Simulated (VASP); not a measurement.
# GaSb (F-43m) in VASP: further runs

Aim: see how the results for GaSb move with the level of theory and the settings. Levels: revPBE+D3(BJ), PBE+D3(BJ), PBEsol. Tasks: relaxation of cell and atoms, single point.

Program: VASP 6.6.1. These are calculated values, not measurements. Logs are shortened: lines on timing, memory, paths and dates and some standing lists are left out, and cuts for length are marked.

### Step 1. The cell of the first run

The structure is cubic, space group F-43m (No. 216). Conventional cell: a = 6.118 Å, b = 6.118 Å, c = 6.118 Å, α = 90.00°, β = 90.00°, γ = 90.00°. Sb (site symmetry -43m) has 4 Ga at 2.65 Å within 3.5 Å. Ga (site symmetry -43m) has 4 Sb at 2.65 Å within 3.5 Å.

### Step 2. Relaxation of cell and atoms, revPBE+D3(BJ)

Contents of INCAR:

```
  ALGO = Normal
  EDIFF = 1E-7
  EDIFFG = -0.005
  ENCUT = 600
  GGA = RE
  IBRION = 2
  ISIF = 3
  ISMEAR = -1
  IVDW = 12
  LASPH = True
  LCHARG = False
  LREAL = False
  LWAVE = False
  NELM = 100
  NSW = 80
  PREC = Accurate
  SIGMA = 0.05
```

Contents of KPOINTS:

```
k-points
0
Gamma
  8 8 8
```

Contents of POSCAR:

```
GaSb
1.0
    0.0000000000      3.0590000000      3.0590000000
    3.0590000000      0.0000000000      3.0590000000
    3.0590000000      3.0590000000      0.0000000000
Sb Ga
1 1
Direct
    0.7500000000      0.7500000000      0.7500000000
    0.0000000000      0.0000000000      0.0000000000
```

Potentials or basis: VASP PAW PBE potentials, release 64 (Sb, Ga_d).

Run with:

```sh
$ cat potpaw_PBE.64/Sb/POTCAR potpaw_PBE.64/Ga_d/POTCAR > POTCAR
$ mpirun -np 1 vasp_std > vasp.out
```

OUTCAR:

```text
EDIFF = 1E-7
   EDIFFG = -0.005
   ENCUT = 600
   GGA = RE
   IBRION = 2
   ISIF = 3
   ISMEAR = -1
   IVDW = 12
   LASPH = True
   LREAL = False
   NELM = 100
   NSW = 80
   PREC = Accurate
 IVDW          = 12

 ion  position               nearest neighbor table
   1  0.750  0.750  0.750-   2 2.65   2 2.65   2 2.65   2 2.65
   2  0.000  0.000  0.000-   1 2.65   1 2.65   1 2.65   1 2.65

  LATTYP: Found a face centered cubic cell.
 ALAT       =     6.1180000000

  Lattice vectors:

 A1 = (   0.0000000000,   3.0590000000,   3.0590000000)
 A2 = (   3.0590000000,   0.0000000000,   3.0590000000)
 A3 = (   3.0590000000,   3.0590000000,   0.0000000000)

Analysis of symmetry for initial positions (statically):
=====================================================================
 Subroutine PRICEL returns:
 Original cell was already a primitive cell.

 Routine SETGRP: Setting up the symmetry group for a
 face centered cubic supercell.

 Subroutine GETGRP returns: Found 24 space group operations
 (whereof 24 operations were pure point group operations)
 out of a pool of 48 trial point group operations.

The static configuration has the point symmetry T_d .

Analysis of symmetry for dynamics (positions and initial velocities):
=====================================================================
 Subroutine PRICEL returns:
 Original cell was already a primitive cell.

 Routine SETGRP: Setting up the symmetry group for a
 face centered cubic supercell.

 Subroutine GETGRP returns: Found 24 space group operations
 (whereof 24 operations were pure point group operations)
 out of a pool of 48 trial point group operations.

The dynamic configuration has the point symmetry T_d .

 Subroutine INISYM returns: Found 24 space group operations
 (whereof 24 operations are pure point group operations),
 and found     1 'primitive' translations

----------------------------------------------------------------------------------------

                                     Primitive cell

  volume of cell :      57.2491

  direct lattice vectors                    reciprocal lattice vectors
     0.000000000  3.059000000  3.059000000    -0.163452109  0.163452109  0.163452109
     3.059000000  0.000000000  3.059000000     0.163452109 -0.163452109  0.163452109
     3.059000000  3.059000000  0.000000000     0.163452109  0.163452109 -0.163452109

  length of vectors
     4.326079287  4.326079287  4.326079287     0.283107357  0.283107357  0.283107357

  position of ions in fractional coordinates (direct lattice)
     0.750000000  0.750000000  0.750000000
     0.000000000  0.000000000  0.000000000

  ion indices of the primitive-cell ions
   primitive index   ion index
                 1           1
                 2           2

----------------------------------------------------------------------------------------
[... 71 lines left out ...]
   LREAL  =      F    real-space projection
   EDIFFG = -.5E-02   stopping-criterion for IOM
   NSW    =     80    number of steps for IOM
   IBRION =      2    ionic relax: 0-MD 1-quasi-New 2-CG
   NFREE  =      1    steps in history (QN), initial steepest desc. (CG)
   ISIF   =      3    stress and relaxation
   ISYM   =      2    0-nonsym 1-usesym 2-fastsym
   POTIM  = 0.5000    time-step for ionic-motion
   TEBEG  =    0.0;   TEEND  =   0.0 temperature during run
   PSTRESS=    0.0 pullay stress
   NELECT =      18.0000    total number of electrons
   NUPDOWN=      -1.0000    fix difference up-down
   EMIN   =  10.00;   EMAX   =-10.00  energy-range for DOS
   EFERMI =   0.00;   METHOD = LEGACY
   ISMEAR =    -1;   SIGMA  =   0.05  broadening in eV -4-tet -1-fermi 0-gaus
   EFERMI_NEDOS =   21; number of points for ismear=-14 and -15
   IALGO  =     38    algorithm
   IMIX   =      4    mixing-type and parameters
     AMIX     =   0.40;   BMIX     =  1.00
     AMIX_MAG =   1.60;   BMIX_MAG =  1.00
  volume/ion in A,a.u.               =      28.62       193.17
  Fermi-wavevector in a.u.,A,eV,Ry     =   1.113208  2.103657 16.860766  1.239231
  Thomas-Fermi vector in A             =   2.249790
   LORBIT       =      0    0 simple, 1 ext, 2 COOP (PROOUT), +10 PAW based schemes
   GGA     = RE    functional components
   LHFCALC =     F    Hartree Fock is set to
   AEXX    =    0.0000 exact exchange contribution
   IVDW    =    12    specifies the selected vdW correction
   LEPSILON=     F    determine dielectric tensor
   LRPA    =     F    only Hartree local field effects (RPA)
 conjugate gradient relaxation of ions
 non-spin polarized calculation
  energy-cutoff  :      600.00
  volume of cell :       57.25
 maximum number of plane-waves:      1926
   NGX = 17   NGY = 17   NGZ = 17

--------------------------------------- Ionic step        1  -------------------------------------------

 number of electron      18.0000006 magnetization

 Free energy of the ion-electron system (eV)
  ---------------------------------------------------
  ext. energy  EPLUGINS =         0.00000000
  ---------------------------------------------------
  free energy    TOTEN  =        -6.75779852 eV

  energy without entropy =       -6.75739348  energy(sigma->0) =       -6.75759600

------------------------ aborting loop because EDIFF is reached ----------------------------------------

 Edisp (eV)   -1.25487

 E8    (eV) :    -0.9076
[... 71 lines left out ...]
--------------------------------------- Ionic step        3  -------------------------------------------

 number of electron      18.0000007 magnetization

 Free energy of the ion-electron system (eV)
  ---------------------------------------------------
  ext. energy  EPLUGINS =         0.00000000
  ---------------------------------------------------
  free energy    TOTEN  =        -6.74769610 eV

  energy without entropy =       -6.74737366  energy(sigma->0) =       -6.74753488

 E-fermi :   5.1429     XC(G=0):  -9.0006

 val. band max:        5.0280533771   @ k =   0.0000   0.0000   0.0000
 cond. band min:       5.1893472820   @ k =   0.0000   0.0000   0.0000
 fundamental gap:      0.1612939049
 Fermi energy:         5.1428922438

 k-point     1 :       0.0000    0.0000    0.0000
  band No.  band energies     occupation
      1     -10.0257      2.00000
      2     -10.0257      2.00000
      3     -10.0257      2.00000
      4      -9.9751      2.00000
      5      -9.9751      2.00000
      6      -6.4771      2.00000
      7       5.0281      1.81723
      8       5.0281      1.81722
      9       5.0281      1.81722
     10       5.1893      0.56621
     11       7.8125      0.00000
     12       7.8125      0.00000
     13       7.8125      0.00000
[... 354 lines left out ...]
  band No.  band energies     occupation
      1     -10.0591      2.00000
      2     -10.0116      2.00000
      3     -10.0086      2.00000
      4      -9.9782      2.00000
      5      -9.9748      2.00000
      6      -4.4787      2.00000
      7      -1.3223      2.00000
      8       1.9237      2.00000
      9       3.1196      2.00000
     10       7.3868      0.00000
     11       8.5034      0.00000
     12      10.4477      0.00000
     13      11.5196      0.00000

 [... further k-points ...]

------------------------ aborting loop because EDIFF is reached ----------------------------------------

 Edisp (eV)   -1.26547

 E8    (eV) :    -0.9153
[... 25 lines left out ...]
  FREE ENERGIE OF THE ION-ELECTRON SYSTEM (eV)
  ---------------------------------------------------
  free  energy   TOTEN  =        -8.0131667753 eV

  energy  without entropy=       -8.0128443399  energy(sigma->0) =       -8.01300556

 reached required accuracy - stopping structural energy minimisation
```

CONTCAR:

```text
GaSb
   1.00000000000000
    -0.0000000000000000    3.0512587518076422    3.0512587518076422
     3.0512587518076422   -0.0000000000000000    3.0512587518076422
     3.0512587518076422    3.0512587518076422    0.0000000000000000
  Sb              Ga
     1     1
Direct
     0.7500000000000000    0.7500000000000000    0.7500000000000000
     0.0000000000000000    0.0000000000000000    0.0000000000000000

  0.00000000E+00  0.00000000E+00  0.00000000E+00
  0.00000000E+00  0.00000000E+00  0.00000000E+00
```

Wall time 63 s (1 thread of Intel Xeon Platinum 8259CL at 2.50GHz (Skylake/Cascade Lake), shared host); peak memory 0.22 GiB.

What came out:

```yaml
Free_energy: -8.0132 eV
Relaxed_volume: 28.41 Å³/atom
Relaxed_cell: a = 4.315 Å, b = 4.315 Å, c = 4.315 Å, α = 60.00°, β = 60.00°, γ = 60.00°
Space_group_after_relaxing_to_0.05_Å: F-43m (No. 216)
Energy_gained_by_relaxing: 0.3 meV/atom
Ionic_steps: 3
Pressure_after_relaxing: 0.0 GPa
Band_gap_on_the_k_mesh: 0.16 eV, direct
Dispersion_energy_per_atom: -0.633 eV
```

Step by step:
| step | energy change (eV) | largest force (eV/Å) | pressure (GPa) | volume (Å³) |
| --- | --- | --- | --- | --- |
| 1 | 0.0000 | 0.0000 | -0.37 | 57.25 |
| 2 | -0.0005 | 0.0000 | 0.09 | 56.70 |
| 3 | -0.0005 | 0.0000 | 0.01 | 56.82 |

Final structure:
```
Sb Ga
1.0
     0.00000    3.05126    3.05126
     3.05126    0.00000    3.05126
     3.05126    3.05126    0.00000
Sb Ga
1 1
Direct
  0.75000 0.75000 0.75000
  0.00000 0.00000 0.00000
```

Caveat: the PAW data sets were made with another functional, which shifts forces and pressure a little; spin-orbit coupling is left out, which moves the levels of the heavy elements. A k mesh can miss the band edges.

### Step 3. Relaxation of cell and atoms, PBE+D3(BJ)

Contents of INCAR:

```
  PREC = Accurate
  ENCUT = 600
  EDIFF = 1E-6
  ISMEAR = -1
  SIGMA = 0.05
  LREAL = F
  LASPH = T
  NELM = 100
  ALGO = Normal
  ISIF = 3
  LWAVE = F
  LCHARG = F
  GGA = PE
  IVDW = 12
  IBRION = 2
  NSW = 80
  EDIFFG = -0.02
```

Contents of KPOINTS:

```
Automatic mesh
0
Gamma
  8 8 8
```

POSCAR is that of step 2.

Potentials or basis: VASP PAW PBE potentials, release 64 (Sb, Ga_d).

Run with:

```sh
$ cat potpaw_PBE.64/Sb/POTCAR potpaw_PBE.64/Ga_d/POTCAR > POTCAR
$ mpirun -np 1 vasp_std > vasp.out
```

Wall time 44 s (1 thread of Intel Xeon Platinum 8259CL at 2.50GHz (Skylake/Cascade Lake), shared host); peak memory 0.23 GiB.

It converged, with:

| Quantity | Value |
| --- | --- |
| Free energy | -8.0114 eV |
| Relaxed volume | 28.89 Å³/atom |
| Relaxed cell | a = 4.339 Å, b = 4.339 Å, c = 4.339 Å, α = 60.00°, β = 60.00°, γ = 60.00° |
| Space group after relaxing (to 0.05 Å) | F-43m (No. 216) |
| Energy gained by relaxing | 0.2 meV/atom |
| Ionic steps | 2 |
| Pressure after relaxing | -0.1 GPa |
| Band gap on the k mesh | zero (filled and empty bands touch) |
| Dispersion energy per atom | -0.329 eV |

The path:
```tsv
step	energy change (eV)	largest force (eV/Å)	pressure (GPa)	volume (Å³)
1	0.0000	0.0000	0.35	57.25
2	-0.0004	0.0000	-0.09	57.77
```

Final structure:
```
CELL_PARAMETERS angstrom
0.00000 3.06831 3.06831
3.06831 0.00000 3.06831
3.06831 3.06831 0.00000
ATOMIC_POSITIONS crystal
Sb 0.75000 0.75000 0.75000
Ga 0.00000 0.00000 0.00000
```

Levels at points of the mesh, in eV from the Fermi level:
| k point | band 5 | band 6 | band 7 | band 8 | band 9 | band 10 | band 11 | band 12 | band 13 |
| --- | --- | --- | --- | --- | --- | --- | --- | --- | --- |
| (0.00, 0.00, 0.00) | -15.02 | -11.46 | -0.08 | -0.05 | -0.05 | -0.05 | 2.73 | 2.73 | 2.73 |
| (0.50, 0.00, 0.00) | -15.02 | -9.86 | -6.37 | -1.19 | -1.19 | 0.33 | 3.70 | 3.70 | 6.42 |
| (0.50, 0.50, 0.00) | -15.02 | -9.05 | -6.82 | -2.59 | -2.59 | 0.86 | 1.22 | 8.57 | 8.57 |

Caveat: spin-orbit coupling is left out, which moves the levels of the heavy elements; pairwise dispersion overbinds metals, which lowers pressure and volume. Zero-point motion and thermal expansion aren't in these numbers.

### Step 4. Single point, PBEsol, non-collinear spin, zero start, spin-orbit coupling

Contents of INCAR:

```
PREC = Accurate ; ENCUT = 520
EDIFF = 1E-6 ; ISMEAR = -1
SIGMA = 0.05 ; LREAL = False
LASPH = True ; NELM = 150
ALGO = Normal ; ISIF = 2
LWAVE = False ; LCHARG = False
MAGMOM = 0 0 0 0 0 0 ; LORBIT = 11
LSORBIT = True ; GGA_COMPAT = False
LORBMOM = True ; GGA = PS
NBANDS = 30
```

Contents of KPOINTS:

```
Automatic mesh
0
Gamma
  6 6 6
```

POSCAR is that of step 3.

Potentials or basis: VASP PAW PBE potentials, release 64 (Sb, Ga_d).

Run with:

```sh
$ cat potpaw_PBE.64/Sb/POTCAR potpaw_PBE.64/Ga_d/POTCAR > POTCAR
$ mpirun -np 1 vasp_ncl > vasp.out
```

OUTCAR:

```text
PREC = Accurate
   ENCUT = 520
   EDIFF = 1E-6
   ISMEAR = -1
   LREAL = False
   LASPH = True
   NELM = 150
   ISIF = 2
   LORBIT = 11
   LSORBIT = True
   GGA = PS

 ion  position               nearest neighbor table
   1  0.750  0.750  0.750-   2 2.65   2 2.65   2 2.65   2 2.65
   2  0.000  0.000  0.000-   1 2.65   1 2.65   1 2.65   1 2.65

  LATTYP: Found a face centered cubic cell.
 ALAT       =     6.1180000000

  Lattice vectors:

 A1 = (   0.0000000000,   3.0590000000,   3.0590000000)
 A2 = (   3.0590000000,   0.0000000000,   3.0590000000)
 A3 = (   3.0590000000,   3.0590000000,   0.0000000000)
[... 1011 lines left out ...]
    -0.0001503    -0.0001503    -0.0004976     0.0000000    -0.0001659
    -0.0006635    -0.0001659     0.0000000    -0.0001659     0.0000000
 l=   3
     0.0000000     0.0000000     0.0000000     0.0000000     0.0000000     0.0000000     0.0000000
     0.0000000     0.0000000     0.0000000     0.0000000     0.0000000     0.0000000     0.0000000
     0.0000000     0.0000000     0.0000000     0.0000000     0.0000000     0.0000000     0.0000000
     0.0000000     0.0000000     0.0000000     0.0000000     0.0000000     0.0000000     0.0000000
     0.0000000     0.0000000     0.0000000     0.0000000     0.0000000     0.0000000     0.0000000
     0.0000000     0.0000000     0.0000000     0.0000000     0.0000000     0.0000000     0.0000000
     0.0000000     0.0000000     0.0000000     0.0000000     0.0000000     0.0000000     0.0000000

 total charge

# of ion       s       p       d       tot
------------------------------------------
    1        1.130   1.341   0.027   2.498
    2        0.909   0.766   9.963  11.638
--------------------------------------------------
tot          2.039   2.106   9.990  14.135

 magnetization (x)

# of ion       s       p       d       tot
------------------------------------------
    1        0.000   0.000   0.000   0.000
    2        0.000   0.000   0.000   0.000
--------------------------------------------------
tot          0.000   0.000   0.000   0.000

 magnetization (y)

# of ion       s       p       d       tot
------------------------------------------
    1        0.000   0.000  -0.000  -0.000
    2        0.000   0.000  -0.000  -0.000
--------------------------------------------------
tot          0.000   0.000  -0.000  -0.000

 magnetization (z)

# of ion       s       p       d       tot
------------------------------------------
    1        0.000   0.000   0.000   0.000
    2        0.000   0.000   0.000   0.000
--------------------------------------------------
tot          0.000   0.000   0.000   0.000
```

OSZICAR:

```text
N       E                     dE             d eps       ncg     rms          rms(c)
DAV:   1     0.123983955682E+03    0.12398E+03   -0.79564E+03  1412   0.149E+03
DAV:   2     0.692306777499E+01   -0.11706E+03   -0.11200E+03  1434   0.409E+02
DAV:   3    -0.781019850426E+01   -0.14733E+02   -0.14571E+02  1534   0.109E+02
DAV:   4    -0.828359864060E+01   -0.47340E+00   -0.47229E+00  1600   0.213E+01
DAV:   5    -0.829510459716E+01   -0.11506E-01   -0.11505E-01  1562   0.319E+00    0.358E+00
DAV:   6    -0.821774540300E+01    0.77359E-01   -0.90053E-02  1942   0.536E+00    0.205E+00
DAV:   7    -0.819247244644E+01    0.25273E-01   -0.36955E-02  1580   0.171E+00    0.129E+00
DAV:   8    -0.819109762908E+01    0.13748E-02   -0.54719E-03  1508   0.607E-01    0.263E-01
DAV:   9    -0.819141115181E+01   -0.31352E-03   -0.76436E-04  1556   0.303E-01    0.624E-02
DAV:  10    -0.819155561654E+01   -0.14446E-03   -0.15590E-04  1510   0.106E-01    0.167E-02
DAV:  11    -0.819159289613E+01   -0.37280E-04   -0.38987E-05  1478   0.494E-02    0.106E-02
DAV:  12    -0.819159287187E+01    0.24263E-07   -0.20456E-06  1548   0.139E-02
   1 F= -.81915929E+01 E0= -.81910492E+01  d E =-.108738E-02  mag=    -0.0000    -0.0000     0.0000
```

stdout:

```text
POSCAR found type information on POSCAR SbGa
 POSCAR found :  2 types and       2 ions
 scaLAPACK will be used
 -----------------------------------------------------------------------------
|                                                                             |
|                                                                             |
|     You enforced a specific xc type in the INCAR file but a different       |
|     I HOPE YOU KNOW WHAT YOU ARE DOING!                                     |
|                                                                             |
 -----------------------------------------------------------------------------

 LDA part: xc-table for (Slater+PW92), standard interpolation
 POSCAR, INCAR and KPOINTS ok, starting setup
 FFT: planning ... GRIDC
 FFT: planning ... GRID_SOFT
 FFT: planning ... GRID
 WAVECAR not read
 entering main loop
```

Wall time 70 s (1 thread of Intel Xeon Platinum 8259CL at 2.50GHz (Skylake/Cascade Lake), shared host); peak memory 0.33 GiB.

What came out:

- Free energy: -8.1916 eV
- Pressure: 0.1 GPa
- Net moment: 0.00 μB per cell
- Valence electrons inside the program's atomic spheres: Sb 2.50; Ga 11.64

Moments on the atoms (μB; x, y, z):
```
Sb  0.00 0.00 0.00
Ga  0.00 0.00 0.00
```

Caveat: the PAW data sets were made with another functional, which shifts forces and pressure a little.

### Step 5. Overview

```tsv
task	level	spin	cell	k mesh	cutoff (eV)	gap on the mesh (eV)	pressure (GPa)	relaxed volume (Å³/atom)
relaxation of cell and atoms	revPBE+D3(BJ)	off	relaxed	8 × 8 × 8	600	0.16	0.0	28.41
relaxation of cell and atoms	PBE+D3(BJ)	off	relaxed	8 × 8 × 8	600	none	-0.1	28.89
single point	PBEsol	non-collinear, zero start, SOC	as given	6 × 6 × 6	520	-	0.1	-
```

Alike in all rows: potentials or basis VASP PAW PBE potentials, release 64 (Sb, Ga_d); smearing fermi-dirac 0.05 eV.

Caveats: the PAW data sets were made with another functional, which shifts forces and pressure a little (some runs); spin-orbit coupling is left out, which moves the levels of the heavy elements (some runs); pairwise dispersion overbinds metals, which lowers pressure and volume (some runs).

Absolute energies hang on the potentials; compare differences alone.
